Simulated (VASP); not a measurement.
Input of a VASP 6.6.1 run:

Contents of INCAR:

```
  PREC = Accurate
  ENCUT = 520
  EDIFF = 1E-6
  ISMEAR = 0
  SIGMA = 0.15
  LREAL = False
  LASPH = True
  NELM = 100
  ALGO = Normal
  ISIF = 2
  LWAVE = False
  LCHARG = False
  GGA = PE
  NBANDS = 14
```

The input KPOINTS:

```
regular mesh
0
Gamma
  16 16 16
```

Contents of POSCAR:

```
HfN
1.0
    0.0000000000      2.2738140414      2.2738140414
    2.2738140414      0.0000000000      2.2738140414
    2.2738140414      2.2738140414      0.0000000000
Hf N
1 1
Direct
    0.0010043247     -0.0010043247      0.0010043247
    0.4872021197      0.5127978803      0.4872021197
```

Potentials or basis: VASP PAW PBE potentials, release 64 (Hf_pv, N).

Command:

```console
$ cat potpaw_PBE.64/Hf_pv/POTCAR potpaw_PBE.64/N/POTCAR > POTCAR
$ mpirun -np 1 vasp_std > vasp.out
```

Task: What does it give for the largest force?

Result: 0.689 eV/Å.

Task: What does it give for the pressure?

Result: -1.8 GPa.

Stress tensor (GPa, compression positive):
```
-2.28  0.00  0.00
 0.00 -0.85  0.00
 0.00  0.00 -2.28
```

Caveat: the cell differs from its parent crystal (mode 5 frozen in at -0.058 Å, normal strain along y +0.0000).
